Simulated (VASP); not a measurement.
# BAs (F-43m) in VASP: single point with PBE

Aim: the single point of BAs with PBE.

Everything below comes from runs of VASP 6.6.1. Logs are shortened: lines on timing, memory, paths and dates and some standing lists are left out, and cuts for length are marked.

**1. The cell of the first run**

The structure is cubic, space group F-43m (No. 216). Conventional cell: a = 5.041 Å, b = 5.041 Å, c = 5.041 Å, α = 90.00°, β = 90.00°, γ = 90.00°. B (site symmetry -43m) has 4 As at 2.18 Å within 2.9 Å. Within 2.9 Å of As (site symmetry -43m) lie 4 B at 2.18 Å.

**2. Single point, PBE (strain +5.4%)**

Contents of INCAR:

```
PREC = Accurate ; ENCUT = 520
EDIFF = 1E-6 ; ISMEAR = -1
SIGMA = 0.02 ; LREAL = F
LASPH = T ; NELM = 100
ALGO = Normal ; ISIF = 2
LWAVE = F ; LCHARG = F
GGA = PE ; NBANDS = 11
```

Contents of KPOINTS:

```
regular mesh
0
Gamma
  10 10 10
```

Contents of POSCAR:

```
BAs
1.0
    0.0000000000      2.5205500808      2.5205500808
    2.5205500808      0.0000000000      2.5205500808
    2.5205500808      2.5205500808      0.0000000000
B As
1 1
Direct
    0.0000000000      0.0000000000      0.0000000000
    0.2500000000      0.2500000000      0.2500000000
```

Potentials or basis: VASP PAW PBE potentials, release 64 (B, As).

Run with:

```
$ cat potpaw_PBE.64/B/POTCAR potpaw_PBE.64/As/POTCAR > POTCAR
$ mpirun -np 1 vasp_std > vasp.out
```

OUTCAR:

```text
PREC = Accurate
   ENCUT = 520
   EDIFF = 1E-6
   ISMEAR = -1
   LREAL = F
   LASPH = T
   NELM = 100
   ISIF = 2
   GGA = PE

 ion  position               nearest neighbor table
   1  0.000  0.000  0.000-   2 2.18   2 2.18   2 2.18   2 2.18
   2  0.250  0.250  0.250-   1 2.18   1 2.18   1 2.18   1 2.18

  LATTYP: Found a face centered cubic cell.
 ALAT       =     5.0411001616

  Lattice vectors:

 A1 = (   0.0000000000,   2.5205500808,   2.5205500808)
 A2 = (   2.5205500808,   0.0000000000,   2.5205500808)
 A3 = (   2.5205500808,   2.5205500808,   0.0000000000)

Analysis of symmetry for initial positions (statically):
=====================================================================
 Subroutine PRICEL returns:
 Original cell was already a primitive cell.

 Routine SETGRP: Setting up the symmetry group for a
 face centered cubic supercell.

 Subroutine GETGRP returns: Found 24 space group operations
 (whereof 24 operations were pure point group operations)
 out of a pool of 48 trial point group operations.

The static configuration has the point symmetry T_d .

Analysis of symmetry for dynamics (positions and initial velocities):
=====================================================================
 Subroutine PRICEL returns:
 Original cell was already a primitive cell.

 Routine SETGRP: Setting up the symmetry group for a
 face centered cubic supercell.

 Subroutine GETGRP returns: Found 24 space group operations
 (whereof 24 operations were pure point group operations)
 out of a pool of 48 trial point group operations.

The dynamic configuration has the point symmetry T_d .

 Subroutine INISYM returns: Found 24 space group operations
 (whereof 24 operations are pure point group operations),
 and found     1 'primitive' translations

----------------------------------------------------------------------------------------

                                     Primitive cell

  volume of cell :      32.0270

  direct lattice vectors                    reciprocal lattice vectors
     0.000000000  2.520550081  2.520550081    -0.198369397  0.198369397  0.198369397
     2.520550081  0.000000000  2.520550081     0.198369397 -0.198369397  0.198369397
     2.520550081  2.520550081  0.000000000     0.198369397  0.198369397 -0.198369397

  length of vectors
     3.564596109  3.564596109  3.564596109     0.343585875  0.343585875  0.343585875

  position of ions in fractional coordinates (direct lattice)
     0.000000000  0.000000000  0.000000000
     0.250000000  0.250000000  0.250000000

  ion indices of the primitive-cell ions
   primitive index   ion index
                 1           1
                 2           2

----------------------------------------------------------------------------------------

 KPOINTS: regular mesh

Automatic generation of k-mesh.
 Grid dimensions read from file:
 generate k-points for:   10   10   10

 Generating k-lattice:

  Cartesian coordinates                     Fractional coordinates (reciprocal lattice)
    -0.019836940  0.019836940  0.019836940     0.100000000  0.000000000  0.000000000
     0.019836940 -0.019836940  0.019836940     0.000000000  0.100000000  0.000000000
     0.019836940  0.019836940 -0.019836940     0.000000000  0.000000000  0.100000000

  Length of vectors
     0.034358587  0.034358587  0.034358587

  Shift w.r.t. Gamma in fractional coordinates (k-lattice)
     0.000000000  0.000000000  0.000000000

 Subroutine IBZKPT returns following result:
 ===========================================

 Found     47 irreducible k-points:

 Following reciprocal coordinates:
            Coordinates               Weight
  0.000000  0.000000  0.000000      1.000000
  0.100000  0.000000  0.000000      8.000000
  0.200000  0.000000  0.000000      8.000000
  0.300000  0.000000  0.000000      8.000000
  0.400000  0.000000  0.000000      8.000000
  0.500000  0.000000  0.000000      4.000000
[... 16 lines left out ...]
  0.300000  0.300000  0.000000      6.000000
  0.400000  0.300000  0.000000     24.000000
 [... further k-points ...]
   k-points           NKPTS =     47   k-points in BZ     NKDIM =     47   number of bands    NBANDS=     11
   number of dos      NEDOS =    301   number of ions     NIONS =      2
   total plane-waves  NPLWV =  21952
   dimension x,y,z NGX =    28 NGY =   28 NGZ =   28
   dimension x,y,z NGXF=    56 NGYF=   56 NGZF=   56
   ions per type =               1   1
   NGX,Y,Z   is equivalent  to a cutoff of  13.06, 13.06, 13.06 a.u.
   NGXF,Y,Z  is equivalent  to a cutoff of  26.12, 26.12, 26.12 a.u.
 SYSTEM =  unknown system
   PREC   = accura    normal or accurate (medium, high low for compatibility)
   ISTART =      0    job   : 0-new  1-cont  2-samecut
   ICHARG =      2    charge: 1-file 2-atom 10-const
   ISPIN  =      1    spin polarized calculation?
   LNONCOLLINEAR =      F non collinear calculations
   LSORBIT =      F    spin-orbit coupling
   LASPH  =      T    aspherical Exc in radial PAW
   ENCUT  =  520.0 eV  38.22 Ry    6.18 a.u.   6.63  6.63  6.63*2*pi/ulx,y,z
   NELM   =    100;   NELMIN=  2; NELMDL= -5     # of ELM steps
   EDIFF  = 0.1E-05   stopping-criterion for ELM
   LREAL  =      F    real-space projection
   EDIFFG = 0.1E-04   stopping-criterion for IOM
   NSW    =      0    number of steps for IOM
   IBRION =     -1    ionic relax: 0-MD 1-quasi-New 2-CG
   NFREE  =      0    steps in history (QN), initial steepest desc. (CG)
   ISIF   =      2    stress and relaxation
   ISYM   =      2    0-nonsym 1-usesym 2-fastsym
   POTIM  = 0.5000    time-step for ionic-motion
   TEBEG  =    0.0;   TEEND  =   0.0 temperature during run
   PSTRESS=    0.0 pullay stress
   NELECT =       8.0000    total number of electrons
   NUPDOWN=      -1.0000    fix difference up-down
   EMIN   =  10.00;   EMAX   =-10.00  energy-range for DOS
   EFERMI =   0.00;   METHOD = LEGACY
   ISMEAR =    -1;   SIGMA  =   0.02  broadening in eV -4-tet -1-fermi 0-gaus
   EFERMI_NEDOS =   21; number of points for ismear=-14 and -15
   IALGO  =     38    algorithm
   IMIX   =      4    mixing-type and parameters
     AMIX     =   0.40;   BMIX     =  1.00
     AMIX_MAG =   1.60;   BMIX_MAG =  1.00
  volume/ion in A,a.u.               =      16.01       108.06
  Fermi-wavevector in a.u.,A,eV,Ry     =   1.031018  1.948341 14.462962  1.062998
  Thomas-Fermi vector in A             =   2.165145
   LORBIT       =      0    0 simple, 1 ext, 2 COOP (PROOUT), +10 PAW based schemes
   GGA     = PE    functional components
   LHFCALC =     F    Hartree Fock is set to
   AEXX    =    0.0000 exact exchange contribution
   IVDW    =     0    specifies the selected vdW correction
   LEPSILON=     F    determine dielectric tensor
   LRPA    =     F    only Hartree local field effects (RPA)
 non-spin polarized calculation
  energy-cutoff  :      520.00
  volume of cell :       32.03
 maximum number of plane-waves:       889
   NGX = 13   NGY = 13   NGZ = 13

 number of electron       8.0000000 magnetization

 Free energy of the ion-electron system (eV)
  ---------------------------------------------------
  ext. energy  EPLUGINS =         0.00000000
  ---------------------------------------------------
  free energy    TOTEN  =       -11.21980176 eV

  energy without entropy =      -11.21980176  energy(sigma->0) =      -11.21980176

 E-fermi :   4.9144     XC(G=0):  -9.8976

 val. band max:        4.4626454372   @ k =   0.0000   0.0000   0.0000
 cond. band min:       5.7876512447   @ k =   0.4000   0.4000   0.0000
 fundamental gap:      1.3250058075
 Fermi energy:         4.9143846904

 k-point     1 :       0.0000    0.0000    0.0000
  band No.  band energies     occupation
      1      -9.5703      2.00000
      2       4.4626      2.00000
      3       4.4626      2.00000
      4       4.4626      2.00000
      5       7.2092      0.00000
      6       7.5518      0.00000
      7       7.5518      0.00000
      8       7.5518      0.00000
      9      13.3270      0.00000
     10      16.7911      0.00000
     11      16.7911      0.00000

 k-point     2 :       0.1000    0.0000    0.0000
  band No.  band energies     occupation
      1      -9.4299      2.00000
      2       3.1235      2.00000
      3       4.2145      2.00000
      4       4.2145      2.00000
      5       7.1820      0.00000
      6       7.8831      0.00000
      7       7.8831      0.00000
      8       8.6376      0.00000
      9      13.8714      0.00000
     10      15.9059      0.00000
     11      15.9059      0.00000

 k-point     3 :       0.2000    0.0000    0.0000
  band No.  band energies     occupation
      1      -9.0186      2.00000
      2       1.0099      2.00000
      3       3.7282      2.00000
      4       3.7282      2.00000
      5       6.8644      0.00000
      6       8.5128      0.00000
      7       8.5128      0.00000
      8      10.4055      0.00000
      9      14.8300      0.00000
     10      15.2625      0.00000
     11      15.2625      0.00000

 k-point     4 :       0.3000    0.0000    0.0000
  band No.  band energies     occupation
      1      -8.3779      2.00000
      2      -0.9809      2.00000
      3       3.2891      2.00000
      4       3.2891      2.00000
      5       6.5548      0.00000
      6       8.9343      0.00000
      7       8.9343      0.00000
      8      11.9316      0.00000
      9      14.9971      0.00000
     10      15.5731      0.00000
     11      15.5731      0.00000

 k-point     5 :       0.4000    0.0000    0.0000
  band No.  band energies     occupation
      1      -7.6450      2.00000
      2      -2.5570      2.00000
      3       3.0042      2.00000
      4       3.0042      2.00000
      5       6.3502      0.00000
      6       9.0410      0.00000
      7       9.0410      0.00000
      8      12.7779      0.00000
      9      15.4443      0.00000
     10      16.7891      0.00000
     11      16.7891      0.00000
[... 211 lines left out ...]
 k-point    21 :      -0.3000    0.2000    0.0000
  band No.  band energies     occupation
      1      -7.4554      2.00000
      2      -1.9144      2.00000
      3       0.5068      2.00000
      4       2.8064      2.00000
      5       7.5449      0.00000
      6       9.9090      0.00000
      7      10.0165      0.00000
      8      11.6774      0.00000
      9      14.7696      0.00000
     10      15.5623      0.00000
     11      18.2266      0.00000

 k-point    22 :      -0.2000    0.2000    0.0000
  band No.  band energies     occupation
      1      -8.1556      2.00000
      2      -0.6266      2.00000
      3       1.0377      2.00000
      4       3.3594      2.00000
      5       7.7436      0.00000
      6       9.1663      0.00000
      7       9.8217      0.00000
      8      10.7288      0.00000
      9      14.1240      0.00000
     10      16.0935      0.00000
     11      17.1239      0.00000

 k-point    23 :       0.3000    0.3000    0.0000
  band No.  band energies     occupation
      1      -7.9501      2.00000
      2      -0.5458      2.00000
      3       1.7848      2.00000
      4       1.7848      2.00000
      5       5.9607      0.00000
      6       7.9394      0.00000
      7      11.9404      0.00000
      8      11.9404      0.00000
      9      14.1545      0.00000
     10      17.8442      0.00000
     11      18.7369      0.00000

 k-point    24 :       0.4000    0.3000    0.0000
  band No.  band energies     occupation
      1      -7.3558      2.00000
      2      -1.5879      2.00000
      3       1.1189      2.00000
      4       1.5280      2.00000
      5       6.2281      0.00000
      6       7.7383      0.00000
      7      12.2273      0.00000
      8      12.5072      0.00000
      9      15.1893      0.00000
     10      18.3825      0.00000
     11      19.3333      0.00000

 [... further k-points ...]

------------------------ aborting loop because EDIFF is reached ----------------------------------------

  FORCE on cell =-STRESS in cart. coord.  units (eV):
  Direction    XX          YY          ZZ          XY          YZ          ZX
  --------------------------------------------------------------------------------------
  -------------------------------------------------------------------------------------
  Total       -2.7003451     -2.7003451     -2.7003451      0.0000000      0.0000000      0.0000000
  in kB     -135.0870946   -135.0870946   -135.0870946      0.0000000      0.0000000      0.0000000
  external PRESSURE =    -135.0870946 kB  Pullay stress =       0.0000000 kB

 VOLUME and BASIS-vectors are now :
 -----------------------------------------------------------------------------
  energy-cutoff  :      520.00
  volume of cell :       32.03
      direct lattice vectors                 reciprocal lattice vectors
     0.000000000  2.520550081  2.520550081    -0.198369397  0.198369397  0.198369397
     2.520550081  0.000000000  2.520550081     0.198369397 -0.198369397  0.198369397
     2.520550081  2.520550081  0.000000000     0.198369397  0.198369397 -0.198369397

 POSITION                                       TOTAL-FORCE (eV/Angst)
 -----------------------------------------------------------------------------------
      0.00000      0.00000      0.00000        -0.000000      0.000000      0.000000
      1.26028      1.26028      1.26028         0.000000     -0.000000     -0.000000
 -----------------------------------------------------------------------------------
    total drift:                                0.000000      0.000000      0.000000

  FREE ENERGIE OF THE ION-ELECTRON SYSTEM (eV)
  ---------------------------------------------------
  free  energy   TOTEN  =       -11.2198017599 eV

  energy  without entropy=      -11.2198017599  energy(sigma->0) =      -11.21980176
```

It took 27 s on 1 thread of Intel Xeon 8259CL, shared host; peak memory 0.16 GiB.

Results:

```
Free energy            : -11.2198 eV
Pressure               : -13.5 GPa
Band gap on the k mesh : 1.33 eV, indirect (least direct gap 2.75 eV)
```

Levels at points of the mesh, in eV from the valence-band top:
```tsv
k point	band 1	band 2	band 3	band 4	band 5	band 6	band 7	band 8
(0.00, 0.00, 0.00)	-14.03	0.00	0.00	0.00	2.75	3.09	3.09	3.09
(0.50, 0.00, 0.00)	-11.71	-7.70	-1.56	-1.56	1.82	4.58	4.58	8.47
(0.50, 0.50, 0.00)	-10.65	-7.69	-3.44	-3.44	1.57	1.60	9.89	9.89
```

Caveat: the cell differs from its parent crystal (strain +5.4%).
